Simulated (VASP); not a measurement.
Input of a VASP 6.6.1 run:

The input INCAR:

```
  ALGO = Normal
  EDIFF = 1E-6
  ENCUT = 520
  GGA = PE
  ISIF = 2
  ISMEAR = 1
  LASPH = T
  LCHARG = F
  LREAL = F
  LWAVE = F
  NBANDS = 12
  NELM = 60
  PREC = Accurate
  SIGMA = 0.2
```

Contents of KPOINTS:

```
k-points
0
Gamma
  12 12 12
```

POSCAR

```
Sc
1.0
    0.0000000000      2.2705000000      2.2705000000
    2.2705000000      0.0000000000      2.2705000000
    2.2705000000      2.2705000000      0.0000000000
Sc
1
Direct
    0.0000000000      0.0000000000      0.0000000000
```

Potentials or basis: VASP PAW PBE potentials, release 64 (Sc_sv).

The run is started by

```console
$ cat potpaw_PBE.64/Sc_sv/POTCAR > POTCAR
$ mpirun -np 1 vasp_std > vasp.out
```

Predict the pressure.

2.9 GPa.
